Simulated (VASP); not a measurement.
## CdMo3: single point with PBE

CdMo3:

```xyz
4
Lattice="4.0514 0.0000 0.0000 0.0000 4.0514 0.0000 0.0000 0.0000 4.0514" Properties=species:S:1:pos:R:3 pbc="T T T"
Cd    0.0000    0.0000    0.0000
Mo    0.0000    2.0257    2.0257
Mo    2.0257    0.0000    2.0257
Mo    2.0257    2.0257    0.0000
```

* Program: VASP 6.6.1
* Task: single point
* Functional: PBE
* Potentials or basis: VASP PAW PBE potentials, release 64 (Cd, Mo_sv)
* Cutoff: 520 eV
* k mesh: 4 × 4 × 4
* Occupations: gaussian, width 0.1 eV
* Spin: no spin polarisation
* Dipole correction: no
* Further INCAR settings: ALGO = Normal; EDIFF = 1e-07; NBANDS = 35

The pressure is -0.9 GPa and the band gap on the k mesh is zero (bands 27 and 28 overlap by 1.62 eV).

Levels at points of the mesh, in eV from the Fermi level:
| k point | band 24 | band 25 | band 26 | band 27 | band 28 | band 29 | band 30 | band 31 |
| --- | --- | --- | --- | --- | --- | --- | --- | --- |
| (0.00, 0.00, 0.00) | -2.51 | 1.03 | 1.03 | 1.03 | 2.14 | 2.14 | 2.14 | 2.44 |
| (0.50, 0.00, 0.00) | -1.04 | -0.66 | -0.66 | -0.39 | 0.41 | 0.43 | 0.81 | 0.81 |
| (0.50, 0.50, 0.00) | -2.02 | -2.01 | -0.50 | -0.50 | 0.28 | 0.33 | 0.33 | 1.41 |
| (0.50, 0.50, 0.50) | -1.11 | -0.28 | -0.28 | -0.28 | 0.93 | 0.93 | 0.93 | 1.33 |

Run time: 12 s on 1 thread of Intel(R) Xeon(R) 6975P-C (Granite Rapids), with other jobs on the host, peak memory 0.17 GiB.

Caveat: the k points lie up to 0.39 Å⁻¹ apart, too coarse for converged energies and pressures of a metal.
